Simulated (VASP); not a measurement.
Runs of VASP 6.6.1 on SrO (lda). The structure is that of space group Fm-3m (No. 225), or close to it. The cells are those of the table. 

| task | cell | cutoff (eV) | smearing | gap on the mesh (eV) | pressure (GPa) |
| --- | --- | --- | --- | --- | --- |
| single point | a = 3.581 Å, angles 60.0°, 2 atoms | 520 | gaussian 0.01 eV | 3.06 | 0.8 |
| single point | a = 3.581 Å, angles 60.0°, 2 atoms | 520 | gaussian 0.02 eV | 3.06 | 0.8 |
| single point | a = 3.649 Å, angles 60.0°, 2 atoms | 520 | gaussian 0.1 eV | 3.11 | (a) |
| relaxation of cell and atoms | relaxed from a = 3.649 Å, angles 60.0°, 2 atoms | 600 | gaussian 0.02 eV | 3.07 | 0.0 |

Alike in all rows: level LDA; potentials or basis VASP PAW LDA potentials, release 64 (Sr_sv, O); no spin polarisation; k mesh 6 × 6 × 6.

Estimate the missing entries.

(a) -4.5.

A k mesh can miss the band edges, and the runs leave out spin-orbit coupling on Sr.
